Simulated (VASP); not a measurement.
BeTe, 2 atoms in the cell. Symmetry: F-43m, No. 216, cubic system. Conventional cell: a = 5.540 Å, b = 5.540 Å, c = 5.540 Å, α = 90.00°, β = 90.00°, γ = 90.00°. Within 3.2 Å of Te (site symmetry -43m) lie 4 Be at 2.40 Å. Be (site symmetry -43m) has 4 Te at 2.40 Å within 3.2 Å. 

```yaml
Program: VASP 6.6.1
Task: equation of state
Functional: r2SCAN
Potentials_or_basis: VASP PAW PBE potentials, release 64 (Te, Be)
Cutoff: 620 eV
k_mesh: 11 × 11 × 11
Occupations: gaussian, width 0.03 eV
Spin: no spin polarisation
Tolerance_level: standard
Purpose: equation of state
Eos_scales: "[0.91, 0.94, 0.97, 1.0, 1.03, 1.06, 1.09]"
Further_INCAR_settings: ALGO = Normal; EDIFF = 1e-07; NSW = 0
```

Potentials or basis: VASP PAW PBE potentials, release 64 (Te, Be).

Run with:

```sh
$ cat potpaw_PBE.64/Te/POTCAR potpaw_PBE.64/Be/POTCAR > POTCAR
$ cp POSCAR.step1 POSCAR
$ mpirun -np 1 vasp_std > vasp.out
$ cp POSCAR.step2 POSCAR
$ mpirun -np 1 vasp_std > vasp.out
$ cp POSCAR.step3 POSCAR
$ mpirun -np 1 vasp_std > vasp.out
$ cp POSCAR.step4 POSCAR
$ mpirun -np 1 vasp_std > vasp.out
$ cp POSCAR.step5 POSCAR
$ mpirun -np 1 vasp_std > vasp.out
$ cp POSCAR.step6 POSCAR
$ mpirun -np 1 vasp_std > vasp.out
$ cp POSCAR.step7 POSCAR
$ mpirun -np 1 vasp_std > vasp.out
```

Hardware: 1 thread of AMD EPYC 9R45 96-Core Processor (Zen 5), on a shared host.

Problem. Estimate the wall time of this run.

Solution. Run time: 7.6 min on 1 thread of AMD EPYC 9R45 96-Core Processor (Zen 5), on a shared host, peak memory 0.2 GiB. Counts: k points 56.
